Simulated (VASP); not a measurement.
Input of a VASP 6.6.1 run:

INCAR

```
  PREC = Accurate
  ENCUT = 600
  EDIFF = 1E-6
  ISMEAR = 0
  SIGMA = 0.1
  LREAL = F
  LASPH = T
  NELM = 100
  ALGO = Normal
  ISIF = 3
  LWAVE = F
  LCHARG = F
  GGA = PE
  IBRION = 2
  NSW = 90
  EDIFFG = -0.04
```

The input KPOINTS:

```
regular mesh
0
Gamma
  4 4 4
```

POSCAR

```
Sr3O2
1.0
    4.2305399700      0.0000000000      0.0000000000
    0.0000000000      4.2305399700      0.0000000000
    0.0000000000      0.0000000000      4.2305399700
Sr O
3 2
Direct
    0.0000000000      0.5000000000      0.5000000000
    0.5000000000      0.0000000000      0.5000000000
    0.5000000000      0.5000000000      0.0000000000
    0.5000000000      0.5000000000      0.5000000000
    0.0000000000      0.0000000000      0.0000000000
```

Potentials or basis: VASP PAW PBE potentials, release 64 (Sr_sv, O).

Run with:

```sh
$ cat potpaw_PBE.64/Sr_sv/POTCAR potpaw_PBE.64/O/POTCAR > POTCAR
$ mpirun -np 1 vasp_std > vasp.out
```

Estimate the relaxed cell.

a = 5.003 Å, b = 5.003 Å, c = 5.003 Å, α = 90.00°, β = 90.00°, γ = 90.00°.

Estimate the space group after relaxing (to 0.05 Å).

Pm-3m (No. 221).

Estimate the relaxed volume.

25.04 Å³/atom.

Final structure:
```
Sr O
1.0
     5.00291    0.00000    0.00000
     0.00000    5.00291    0.00000
     0.00000    0.00000    5.00291
Sr O
3 2
Direct
  0.00000 0.50000 0.50000
  0.50000 0.00000 0.50000
  0.50000 0.50000 0.00000
  0.50000 0.50000 0.50000
  0.00000 0.00000 0.00000
```

Caveat: the k points lie up to 0.31 Å⁻¹ apart in the final cell; the volume moved by over 15 % at a fixed basis, so the end points are rough.
